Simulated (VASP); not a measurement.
Runs of VASP 6.6.1 on SrCl2. The structure is that of space group Immm (No. 71), or close to it. The cells are those of the table. 

| cell | gap on the mesh (eV) | pressure (GPa) | largest force (eV/Å) |
| --- | --- | --- | --- |
| a = 4.936, b = 4.560 Å, angles 62.5, 64.9, 62.5°, 3 atoms | 5.37 | (b) | 0.42 |
| a = 4.930, b = 5.068 Å, angles 59.1, 58.1, 59.1°, 3 atoms | 5.35 | 1.3 | 0.15 |
| a = 4.933, b = 5.207 Å, angles 58.1, 56.3, 58.1°, 3 atoms | 5.36 | 1.8 | 0.30 |
| a = 4.935, b = 5.253 Å, angles 57.8, 55.6, 57.8°, 3 atoms | 5.37 | 2.0 | (a) |
| a = 4.931, b = 4.744 Å, angles 61.2, 62.5, 61.2°, 3 atoms | 5.36 | 1.4 | 0.20 |

Alike in all rows: task single point; level PBE; potentials or basis VASP PAW PBE potentials, release 64 (Sr_sv, Cl); no spin polarisation; k mesh 6 × 6 × 6; cutoff (eV) 520; smearing gaussian 0.05 eV.

Task: Estimate the missing entries.

Result: (a) 0.36; (b) 2.3.

A k mesh can miss the band edges, and the runs leave out spin-orbit coupling on Sr.
